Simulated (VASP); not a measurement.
Wanted: the native input for a VASP 6.6.1 run.

- Task: single point
- Functional: PBE
- Dispersion: D3(BJ)
- Potentials or basis: VASP PAW PBE potentials, release 64 (Te, Sn_d)
- Cutoff: 520 eV
- k mesh: 5 × 5 × 5
- Occupations: tetrahedron
- Spin: non-collinear spin, zero start, spin-orbit coupling
- Starting moments: [[0.0, 0.0, 0.0], [0.0, 0.0, 0.0]] μB
- Dipole correction: no
- Further INCAR settings: ALGO = Normal; EDIFF = 1e-06; NBANDS = 32

The structure of SnTe lies in POSCAR:

```
SnTe
1.0
    0.0000000000      3.6350615711      3.6350615711
    3.6350615711      0.0000000000      3.6350615711
    3.6350615711      3.6350615711      0.0000000000
Te Sn
1 1
Direct
    0.2488810000      0.2490910000      0.2530040000
   -0.0010650000      0.0075970000     -0.0042960000
```

One way to write it, as run:

INCAR

```
ALGO = Normal
EDIFF = 1E-6
ENCUT = 520
GGA = PE
GGA_COMPAT = F
ISIF = 2
ISMEAR = -5
IVDW = 12
LASPH = T
LCHARG = F
LNONCOLLINEAR = T
LORBIT = 11
LORBMOM = T
LREAL = F
LSORBIT = T
LWAVE = F
MAGMOM = 0 0 0 0 0 0
NBANDS = 32
NELM = 150
PREC = Accurate
SIGMA = 0.05
```

KPOINTS

```
k-points
0
Gamma
  5 5 5
```

Potentials or basis: VASP PAW PBE potentials, release 64 (Te, Sn_d).

Command:

```bash
$ cat potpaw_PBE.64/Te/POTCAR potpaw_PBE.64/Sn_d/POTCAR > POTCAR
$ mpirun -np 1 vasp_ncl > vasp.out
```

Results of the run:

```
Pressure                                              : -1.4 GPa
Largest force                                         : 0.091 eV/Å
Net moment                                            : 0.00 μB per cell
Valence electrons inside the program's atomic spheres : Te 3.36; Sn 12.04
Dispersion energy per atom                            : -0.264 eV
```

Wall time 7.6 min on 1 thread of Intel(R) Xeon(R) 6975P-C (Granite Rapids), on a shared host, peak memory 0.87 GiB.
